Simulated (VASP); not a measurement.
# W (I4/mmm) in VASP: further runs

Runs on W. Level: LDA. Tasks: single point.

All numbers are computed with VASP 6.6.1; they aren't measurements. Logs are shortened: lines on timing, memory, paths and dates and some standing lists are left out, and cuts for length are marked.

**1. The cell of the first run**

It takes space group I4/mmm (No. 139, tetragonal). The conventional cell has a = 2.827 Å, b = 2.827 Å, c = 3.797 Å, α = 90.00°, β = 90.00°, γ = 90.00°. W (site symmetry 4/mmm) has 12 W at 2.76 to 2.83 Å within 3.6 Å.

**2. Single point, LDA (15.18 Å³/atom)**

INCAR

```
PREC = Accurate
ENCUT = 520
EDIFF = 1E-6
ISMEAR = 0
SIGMA = 0.15
LREAL = F
LASPH = T
NELM = 60
ALGO = Fast
ISIF = 2
LWAVE = F
LCHARG = F
NBANDS = 13
```

KPOINTS

```
regular mesh
0
Gamma
  22 22 22
```

POSCAR

```
W
1.0
    0.0000000000      1.9990871106      1.8987329376
    1.9990871106      0.0000000000      1.8987329376
    1.9990871106      1.9990871106      0.0000000000
W
1
Direct
    0.0000000000      0.0000000000      0.0000000000
```

Potentials or basis: VASP PAW LDA potentials, release 64 (W_sv).

Launch:

```console
$ cat potpaw_LDA.64/W_sv/POTCAR > POTCAR
$ mpirun -np 1 vasp_std > vasp.out
```

OUTCAR:

```text
PREC = Accurate
   ENCUT = 520
   EDIFF = 1E-6
   ISMEAR = 0
   LREAL = F
   LASPH = T
   NELM = 60
   ISIF = 2

 ion  position               nearest neighbor table
   1  0.000  0.000  0.000-

  LATTYP: Found a body centered tetragonal cell.
 ALAT       =     2.8271361042
 C/A-ratio  =     1.3432200415

  Lattice vectors:

 A1 = (   0.0000000000,  -1.9990871106,  -1.8987329376)
 A2 = (   0.0000000000,   1.9990871106,  -1.8987329376)
 A3 = (   1.9990871106,   0.0000000000,   1.8987329376)

Analysis of symmetry for initial positions (statically):
=====================================================================
 Subroutine PRICEL returns:
 Original cell was already a primitive cell.

 Routine SETGRP: Setting up the symmetry group for a
 body centered tetragonal supercell.

 Subroutine GETGRP returns: Found 16 space group operations
 (whereof 16 operations were pure point group operations)
 out of a pool of 16 trial point group operations.

The static configuration has the point symmetry D_4h.

Analysis of symmetry for dynamics (positions and initial velocities):
=====================================================================
 Subroutine PRICEL returns:
 Original cell was already a primitive cell.

 Routine SETGRP: Setting up the symmetry group for a
 body centered tetragonal supercell.

 Subroutine GETGRP returns: Found 16 space group operations
 (whereof 16 operations were pure point group operations)
 out of a pool of 16 trial point group operations.

The dynamic configuration has the point symmetry D_4h.

 Subroutine INISYM returns: Found 16 space group operations
 (whereof 16 operations are pure point group operations),
 and found     1 'primitive' translations

----------------------------------------------------------------------------------------

                                     Primitive cell

  volume of cell :      15.1760

  direct lattice vectors                    reciprocal lattice vectors
     0.000000000  1.999087111  1.898732938    -0.250114163  0.250114163  0.263333505
     1.999087111  0.000000000  1.898732938     0.250114163 -0.250114163  0.263333505
     1.999087111  1.999087111  0.000000000     0.250114163  0.250114163 -0.263333505

  length of vectors
     2.757088327  2.757088327  2.827136104     0.440974743  0.440974743  0.440974743

  position of ions in fractional coordinates (direct lattice)
     0.000000000  0.000000000  0.000000000

  ion indices of the primitive-cell ions
   primitive index   ion index
                 1           1

----------------------------------------------------------------------------------------

 KPOINTS: regular mesh

Automatic generation of k-mesh.
 Grid dimensions read from file:
 generate k-points for:   22   22   22

 Generating k-lattice:

  Cartesian coordinates                     Fractional coordinates (reciprocal lattice)
    -0.011368826  0.011368826  0.011969705     0.045454545  0.000000000  0.000000000
     0.011368826 -0.011368826  0.011969705     0.000000000  0.045454545  0.000000000
     0.011368826  0.011368826 -0.011969705     0.000000000  0.000000000  0.045454545

  Length of vectors
     0.020044307  0.020044307  0.020044307

  Shift w.r.t. Gamma in fractional coordinates (k-lattice)
     0.000000000  0.000000000  0.000000000

 Subroutine IBZKPT returns following result:
 ===========================================

 Found    834 irreducible k-points:

 Following reciprocal coordinates:
            Coordinates               Weight
  0.000000  0.000000  0.000000      1.000000
  0.045455 -0.000000  0.000000      8.000000
  0.090909 -0.000000  0.000000      8.000000
  0.136364  0.000000  0.000000      8.000000
  0.181818 -0.000000  0.000000      8.000000
  0.227273  0.000000  0.000000      8.000000
[... 16 lines left out ...]
  0.500000  0.045455  0.000000      8.000000
 -0.454545  0.045455  0.000000      8.000000
 [... further k-points ...]
   k-points           NKPTS =    834   k-points in BZ     NKDIM =    834   number of bands    NBANDS=     13
   number of dos      NEDOS =    301   number of ions     NIONS =      1
   total plane-waves  NPLWV =  13824
   dimension x,y,z NGX =    24 NGY =   24 NGZ =   24
   dimension x,y,z NGXF=    48 NGYF=   48 NGZF=   48
   ions per type =               1
   NGX,Y,Z   is equivalent  to a cutoff of  14.47, 14.47, 14.11 a.u.
   NGXF,Y,Z  is equivalent  to a cutoff of  28.94, 28.94, 28.23 a.u.
 SYSTEM =  unknown system
   PREC   = accura    normal or accurate (medium, high low for compatibility)
   ISTART =      0    job   : 0-new  1-cont  2-samecut
   ICHARG =      2    charge: 1-file 2-atom 10-const
   ISPIN  =      1    spin polarized calculation?
   LNONCOLLINEAR =      F non collinear calculations
   LSORBIT =      F    spin-orbit coupling
   LASPH  =      T    aspherical Exc in radial PAW
   ENCUT  =  520.0 eV  38.22 Ry    6.18 a.u.   5.13  5.13  5.26*2*pi/ulx,y,z
   NELM   =     60;   NELMIN=  2; NELMDL= -5     # of ELM steps
   EDIFF  = 0.1E-05   stopping-criterion for ELM
   LREAL  =      F    real-space projection
   EDIFFG = 0.1E-04   stopping-criterion for IOM
   NSW    =      0    number of steps for IOM
   IBRION =     -1    ionic relax: 0-MD 1-quasi-New 2-CG
   NFREE  =      0    steps in history (QN), initial steepest desc. (CG)
   ISIF   =      2    stress and relaxation
   ISYM   =      2    0-nonsym 1-usesym 2-fastsym
   POTIM  = 0.5000    time-step for ionic-motion
   TEBEG  =    0.0;   TEEND  =   0.0 temperature during run
   PSTRESS=    0.0 pullay stress
   NELECT =      14.0000    total number of electrons
   NUPDOWN=      -1.0000    fix difference up-down
   EMIN   =  10.00;   EMAX   =-10.00  energy-range for DOS
   EFERMI =   0.00;   METHOD = LEGACY
   ISMEAR =     0;   SIGMA  =   0.15  broadening in eV -4-tet -1-fermi 0-gaus
   EFERMI_NEDOS =   21; number of points for ismear=-14 and -15
   IALGO  =     68    algorithm
   IMIX   =      4    mixing-type and parameters
     AMIX     =   0.40;   BMIX     =  1.00
     AMIX_MAG =   1.60;   BMIX_MAG =  1.00
  volume/ion in A,a.u.               =      15.18       102.41
  Fermi-wavevector in a.u.,A,eV,Ry     =   1.593670  3.011600 34.555861  2.539784
  Thomas-Fermi vector in A             =   2.691864
   LORBIT       =      0    0 simple, 1 ext, 2 COOP (PROOUT), +10 PAW based schemes
   GGA     = CA    functional components
   LHFCALC =     F    Hartree Fock is set to
   AEXX    =    0.0000 exact exchange contribution
   IVDW    =     0    specifies the selected vdW correction
   LEPSILON=     F    determine dielectric tensor
   LRPA    =     F    only Hartree local field effects (RPA)
 non-spin polarized calculation
 RMM-DIIS sequential band-by-band and
 Gauss-broadening in eV      SIGMA  =   0.15
  energy-cutoff  :      520.00
  volume of cell :       15.18
 maximum number of plane-waves:       428
 NGX is ok and might be reduce to    24
   NGX = 11   NGY = 11   NGZ = 11

 number of electron      14.0000001 magnetization

 Free energy of the ion-electron system (eV)
  ---------------------------------------------------
  ext. energy  EPLUGINS =         0.00000000
  ---------------------------------------------------
  free energy    TOTEN  =       -13.62317642 eV

  energy without entropy =      -13.61123599  energy(sigma->0) =      -13.61720621

 E-fermi :  11.5547     XC(G=0): -14.0638

 val. band max:       11.5542120089   @ k =   0.3182   0.1364   0.0000
 cond. band min:      11.5568031647   @ k =   0.0909   0.0000   0.0909
 fundamental gap:      0.0025911558
 Fermi energy:        11.5546613057

 k-point     1 :       0.0000    0.0000    0.0000
  band No.  band energies     occupation
      1     -61.6223      2.00000
      2     -25.3908      2.00000
      3     -25.3908      2.00000
      4     -25.3542      2.00000
      5       2.1785      2.00000
      6      10.5672      2.00000
      7      10.5672      2.00000
      8      11.2754      1.99154
      9      13.6791      0.00000
     10      14.7281      0.00000
     11      24.4752      0.00000
     12      29.3704      0.00000
     13      29.3704      0.00000

 k-point     2 :       0.0455   -0.0000    0.0000
  band No.  band energies     occupation
      1     -61.6192      2.00000
      2     -25.4173      2.00000
      3     -25.3961      2.00000
      4     -25.3643      2.00000
      5       2.2798      2.00000
      6      10.5361      2.00000
      7      10.6141      2.00000
      8      11.2740      1.99186
      9      13.6431      0.00000
     10      14.6709      0.00000
     11      24.6803      0.00000
     12      29.1925      0.00000
     13      29.5543      0.00000

 k-point     3 :       0.0909   -0.0000    0.0000
  band No.  band energies     occupation
      1     -61.6100      2.00000
      2     -25.5100      2.00000
      3     -25.4114      2.00000
      4     -25.3775      2.00000
      5       2.5754      2.00000
      6      10.4082      2.00000
      7      10.7392      2.00000
      8      11.3194      1.97346
      9      13.5604      0.00000
     10      14.5216      0.00000
     11      25.2521      0.00000
     12      28.5491      0.00000
     13      30.0935      0.00000

 k-point     4 :       0.1364    0.0000    0.0000
  band No.  band energies     occupation
      1     -61.5956      2.00000
      2     -25.6596      2.00000
      3     -25.4354      2.00000
      4     -25.3925      2.00000
      5       3.0387      2.00000
      6      10.1793      2.00000
      7      10.8908      2.00000
      8      11.4479      1.68588
      9      13.5073      0.00000
     10      14.3449      0.00000
     11      25.9907      0.00000
     12      27.7764      0.00000
     13      30.9546      0.00000

 k-point     5 :       0.1818   -0.0000    0.0000
  band No.  band energies     occupation
      1     -61.5770      2.00000
      2     -25.8489      2.00000
      3     -25.4661      2.00000
      4     -25.4106      2.00000
      5       3.6212      2.00000
      6       9.9363      2.00000
      7      10.9820      2.00000
      8      11.5942      0.70930
      9      13.5988      0.00000
     10      14.2411      0.00000
     11      26.0208      0.00000
     12      27.8979      0.00000
     13      32.0935      0.00000
[... 257 lines left out ...]
 k-point    22 :       0.4545    0.0455    0.0000
  band No.  band energies     occupation
      1     -61.4692      2.00000
      2     -26.8400      2.00000
      3     -25.6492      2.00000
      4     -25.5244      2.00000
      5       5.5545      2.00000
      6      10.2508      2.00000
      7      10.8594      2.00000
      8      11.9682      0.00010
      9      16.5557      0.00000
     10      17.1886      0.00000
     11      23.0479      0.00000
     12      25.0322      0.00000
     13      31.0170      0.00000

 k-point    23 :       0.5000    0.0455    0.0000
  band No.  band energies     occupation
      1     -61.4643      2.00000
      2     -26.8826      2.00000
      3     -25.6518      2.00000
      4     -25.5353      2.00000
      5       5.5535      2.00000
      6      10.1852      2.00000
      7      10.7810      2.00000
      8      12.3867      0.00000
      9      16.9181      0.00000
     10      17.3177      0.00000
     11      22.9483      0.00000
     12      24.3774      0.00000
     13      30.7400      0.00000

 k-point    24 :      -0.4545    0.0455    0.0000
  band No.  band energies     occupation
      1     -61.4658      2.00000
      2     -26.8694      2.00000
      3     -25.6442      2.00000
      4     -25.5405      2.00000
      5       5.5556      2.00000
      6      10.1886      2.00000
      7      10.7706      2.00000
      8      12.3457      0.00000
      9      16.9899      0.00000
     10      17.0714      0.00000
     11      22.9884      0.00000
     12      24.4840      0.00000
     13      31.1196      0.00000

 [... further k-points ...]

------------------------ aborting loop because EDIFF is reached ----------------------------------------

  FORCE on cell =-STRESS in cart. coord.  units (eV):
  Direction    XX          YY          ZZ          XY          YZ          ZX
  --------------------------------------------------------------------------------------
  -------------------------------------------------------------------------------------
  Total        1.7196041      1.7196041      0.1994856      0.0000000      0.0000000     -0.0000000
  in kB      181.5439278    181.5439278     21.0603117      0.0000000      0.0000000     -0.0000000
  external PRESSURE =     128.0493891 kB  Pullay stress =       0.0000000 kB

 VOLUME and BASIS-vectors are now :
 -----------------------------------------------------------------------------
  energy-cutoff  :      520.00
  volume of cell :       15.18
      direct lattice vectors                 reciprocal lattice vectors
     0.000000000  1.999087111  1.898732938    -0.250114163  0.250114163  0.263333505
     1.999087111  0.000000000  1.898732938     0.250114163 -0.250114163  0.263333505
     1.999087111  1.999087111  0.000000000     0.250114163  0.250114163 -0.263333505

 POSITION                                       TOTAL-FORCE (eV/Angst)
 -----------------------------------------------------------------------------------
      0.00000      0.00000      0.00000        -0.000000     -0.000000      0.000000
 -----------------------------------------------------------------------------------
    total drift:                               -0.000000      0.000000     -0.000000

  FREE ENERGIE OF THE ION-ELECTRON SYSTEM (eV)
  ---------------------------------------------------
  free  energy   TOTEN  =       -13.6231764237 eV

  energy  without entropy=      -13.6112359877  energy(sigma->0) =      -13.61720621
```

It took 1.8 min on 1 thread of Intel Xeon Platinum 8375C at 2.90GHz (Ice Lake), shared host; peak memory 0.26 GiB.

Results:

* Free energy: -13.6232 eV
* Pressure: 12.8 GPa
* Band gap on the k mesh: zero (bands 7 and 8 overlap by 5.01 eV)

Caveat: the cell stands under pressure; spin-orbit coupling is left out, which moves the levels of the heavy elements.

**3. Single point, LDA (15.43 Å³/atom)**

This run uses another cell than the first one, of 15.43 Å³/atom.

INCAR

```
SYSTEM = W
PREC     = Accurate       ! precision mode
ENCUT    = 520            ! plane-wave cutoff, eV
EDIFF    = 1E-7           ! SCF threshold, eV
ISMEAR   = 0              ! smearing method
SIGMA    = 0.15           ! smearing width, eV
LREAL    = .False.        ! projectors in reciprocal space
LASPH    = .True.         ! aspherical terms in the spheres
NELM     = 60             ! most SCF steps
ALGO     = Fast           ! electronic algorithm
ISIF     = 2              ! what is computed and relaxed
LWAVE    = .False.        ! write WAVECAR
LCHARG   = .False.        ! write CHGCAR
NBANDS   = 13             ! bands
```

KPOINTS

```
Automatic mesh
0
Gamma
  22 22 22
  0 0 0
```

POSCAR

```
W
1.0
    0.0000000000      2.0447939603      1.8448131110
    2.0447939603      0.0000000000      1.8448131110
    2.0447939603      2.0447939603      0.0000000000
W
1
Direct
    0.0000000000      0.0000000000      0.0000000000
```

Potentials or basis: VASP PAW LDA potentials, release 64 (W_sv).

Launch:

```console
$ cat potpaw_LDA.64/W_sv/POTCAR > POTCAR
$ mpirun -np 1 vasp_std > vasp.out
```

Wall time 2 min (1 thread of AMD EPYC 7R13 (Zen 3), shared host); peak memory 0.22 GiB.

The run converged. Its results:

* Free energy: -13.7112 eV
* Pressure: 6.8 GPa
* Band gap on the k mesh: zero (bands 7 and 8 overlap by 5.66 eV)

Stress tensor (GPa, compression positive):
```
 15.90   0.00   0.00
  0.00  15.90   0.00
  0.00   0.00 -11.44
```

Levels at points of the mesh, in eV from the Fermi level:
| k point | band 5 | band 6 | band 7 | band 8 | band 9 | band 10 |
| --- | --- | --- | --- | --- | --- | --- |
| (0.00, 0.00, 0.00) | -9.46 | -1.29 | -1.29 | 0.07 | 1.37 | 3.25 |
| (0.50, 0.00, 0.00) | -6.17 | -1.98 | -0.27 | 0.79 | 4.59 | 5.72 |
| (0.50, 0.50, 0.00) | -6.12 | -5.38 | 4.81 | 5.11 | 6.01 | 6.01 |
| (0.50, 0.00, 0.50) | -6.19 | -4.96 | 2.63 | 4.86 | 5.14 | 6.64 |

Caveat: the cell stands under pressure; spin-orbit coupling is left out, which moves the levels of the heavy elements.

**4. Single point, LDA (15.68 Å³/atom)**

This run uses another cell than the first one, of 15.68 Å³/atom.

Changes to INCAR since step 3:

```diff
@@ -3,3 +3,3 @@
 ENCUT    = 520            ! plane-wave cutoff, eV
-EDIFF    = 1E-7           ! SCF threshold, eV
+EDIFF    = 1E-6           ! SCF threshold, eV
 ISMEAR   = 0              ! smearing method
```

KPOINTS

```
regular mesh
0
Gamma
  22 22 22
  0 0 0
```

POSCAR

```
W
1.0
    0.0000000000      2.0208769762      1.9194289520
    2.0208769762      0.0000000000      1.9194289520
    2.0208769762      2.0208769762      0.0000000000
W
1
Direct
    0.0000000000      0.0000000000      0.0000000000
```

Launch:

```console
$ cat potpaw_LDA.64/W_sv/POTCAR > POTCAR
$ mpirun -np 1 vasp_std > vasp.out
```

It took 2.5 min on 1 thread of AMD EPYC 7R13 (Zen 3), shared host; peak memory 0.24 GiB.

The run converged. Its results:

```yaml
Free_energy: -13.6457 eV
Pressure: 1.7 GPa
Band_gap_on_the_k_mesh: zero (bands 7 and 8 overlap by 4.74 eV)
```

Stress tensor (GPa, compression positive):
```
 6.86  0.00  0.00
 0.00  6.86  0.00
 0.00  0.00 -8.67
```

Levels at points of the mesh, in eV from the Fermi level:
```csv
k point,band 4,band 5,band 6,band 7,band 8,band 9,band 10,band 11
"(0.00, 0.00, 0.00)",-37.01,-9.21,-0.93,-0.93,-0.25,2.04,3.04,12.89
"(0.50, 0.00, 0.00)",-37.16,-5.90,-1.38,-0.55,0.87,4.98,5.51,10.95
"(0.50, 0.50, 0.00)",-37.62,-5.86,-4.99,4.11,5.16,6.08,6.08,11.62
"(0.50, 0.00, 0.50)",-37.43,-5.90,-4.81,3.04,5.14,5.61,6.42,11.97
```

Caveat: spin-orbit coupling is left out, which moves the levels of the heavy elements.

**5. Single point, LDA (15.68 Å³/atom)**

This run uses another cell than the first one, of 15.68 Å³/atom.

INCAR

```
PREC = Accurate ; ENCUT = 520
EDIFF = 1E-6 ; ISMEAR = 0
SIGMA = 0.15 ; LREAL = F
LASPH = T ; NELM = 80
ALGO = Fast ; ISIF = 2
LWAVE = F ; LCHARG = F
NBANDS = 13
```

KPOINTS

```
regular mesh
0
Gamma
  22 22 22
```

POSCAR

```
W
1.0
    0.0000000000      2.1644992174      1.6731578951
    2.1644992174      0.0000000000      1.6731578951
    2.1644992174      2.1644992174      0.0000000000
W
1
Direct
    0.0000000000      0.0000000000      0.0000000000
```

Launch:

```console
$ cat potpaw_LDA.64/W_sv/POTCAR > POTCAR
$ mpirun -np 1 vasp_std > vasp.out
```

Run time: 1.9 min. Hardware: 1 thread of AMD EPYC 7R13 (Zen 3), shared host; peak memory 0.22 GiB.

It converged, with:

```yaml
Free_energy: -14.0264 eV
Pressure: -2.5 GPa
Band_gap_on_the_k_mesh: zero (bands 7 and 8 overlap by 5.90 eV)
```

Stress tensor (GPa, compression positive):
```
  5.94   0.00   0.00
  0.00   5.94   0.00
  0.00   0.00 -19.38
```

Levels at points of the mesh, in eV from the Fermi level:
```csv
k point,band 4,band 5,band 6,band 7,band 8,band 9,band 10,band 11
"(0.00, 0.00, 0.00)",-37.50,-9.59,-1.55,-1.55,-0.44,1.39,2.86,13.62
"(0.50, 0.00, 0.00)",-37.51,-6.31,-3.17,0.69,1.21,3.32,6.05,11.02
"(0.50, 0.50, 0.00)",-38.35,-6.05,-5.78,5.00,5.39,5.39,6.91,9.27
"(0.50, 0.00, 0.50)",-37.58,-6.31,-4.34,1.38,3.16,3.68,6.40,11.43
```

Caveat: spin-orbit coupling is left out, which moves the levels of the heavy elements.

**6. Overview**

| cell | further INCAR settings | gap on the mesh (eV) | pressure (GPa) |
| --- | --- | --- | --- |
| a = 2.757, b = 2.757, c = 2.827 Å, angles 59.2, 59.2, 61.7°, 1 atom | ALGO = Fast; EDIFF = 1e-06; NBANDS = 13 | none | 12.8 |
| a = 2.754, b = 2.754, c = 2.892 Å, angles 58.3, 58.3, 63.3°, 1 atom | ALGO = Fast; EDIFF = 1e-07; NBANDS = 13 | none | 6.8 |
| a = 2.787, b = 2.787, c = 2.858 Å, angles 59.2, 59.2, 61.7°, 1 atom | ALGO = Fast; EDIFF = 1e-06; NBANDS = 13 | none | 1.7 |
| a = 2.736, b = 2.736, c = 3.061 Å, angles 56.0, 56.0, 68.0°, 1 atom | ALGO = Fast; EDIFF = 1e-06; NBANDS = 13 | none | -2.5 |

Alike in all rows: task single point; level LDA; potentials or basis VASP PAW LDA potentials, release 64 (W_sv); no spin polarisation; k mesh 22 × 22 × 22; cutoff (eV) 520; smearing gaussian 0.15 eV.

Caveats: spin-orbit coupling is left out, which moves the levels of the heavy elements; the cell stands under pressure (at least some runs).

Absolute energies hang on the potentials; compare differences alone.
